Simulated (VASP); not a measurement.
Write the native input for VASP 6.6.1 that does the following.

- Task: single point
- Functional: r2SCAN
- Potentials or basis: VASP PAW PBE potentials, release 64 (B, N)
- Cutoff: 520 eV
- k mesh: 8 × 8 × 8
- Occupations: gaussian, width 0.05 eV
- Spin: no spin polarisation
- Dipole correction: no
- Further INCAR settings: ALGO = Normal; EDIFF = 1e-06; NBANDS = 11

Crystal: BN.

```
CELL_PARAMETERS angstrom
0.00000 1.80483 1.80483
1.80483 0.00000 1.80483
1.80483 1.80483 0.00000
ATOMIC_POSITIONS crystal
B 0.00000 0.00000 0.00000
N 0.25000 0.25000 0.25000
```

One way to write it, as run:

POSCAR

```
BN
1.0
    0.0000000000      1.8048254497      1.8048254497
    1.8048254497      0.0000000000      1.8048254497
    1.8048254497      1.8048254497      0.0000000000
B N
1 1
Direct
    0.0000000000      0.0000000000      0.0000000000
    0.2500000000      0.2500000000      0.2500000000
```

INCAR.step1

```
SYSTEM = BN
ALGO = Normal ; EDIFF = 1E-4
ENCUT = 520 ; GGA = PE
ISMEAR = 0 ; LASPH = .TRUE.
LCHARG = .FALSE. ; LREAL = .FALSE.
LWAVE = .TRUE. ; NBANDS = 11
NELM = 80 ; PREC = Accurate
SIGMA = 0.05
```

INCAR.step2

```
SYSTEM = BN
ALGO = Normal ; EDIFF = 1E-6
ENCUT = 520 ; ISIF = 2
ISMEAR = 0 ; ISTART = 1
LASPH = .TRUE. ; LCHARG = .TRUE.
LELF = .TRUE. ; LMIXTAU = .TRUE.
LREAL = .FALSE. ; LVHAR = .TRUE.
LWAVE = .FALSE. ; METAGGA = R2SCAN
NBANDS = 11 ; NELM = 80
PREC = Accurate ; SIGMA = 0.05
```

KPOINTS

```
k-points
0
G
  8 8 8
  0 0 0
```

Potentials or basis: VASP PAW PBE potentials, release 64 (B, N).

Command:

```console
$ cat potpaw_PBE.64/B/POTCAR potpaw_PBE.64/N/POTCAR > POTCAR
$ cp INCAR.step1 INCAR
$ mpirun -np 1 vasp_std > vasp.out
$ cp INCAR.step2 INCAR
$ mpirun -np 1 vasp_std > vasp.out
```

It gave:

```json
{"Pressure": "1.1 GPa", "Band gap on the k mesh": "4.98 eV (least direct gap 9.55 eV)"}
```

Caveat: the PAW data sets were made with another functional, which shifts forces and pressure a little.

Wall time 32 s on 1 thread of Intel Xeon 8259CL (shared host), peak memory 0.12 GiB.
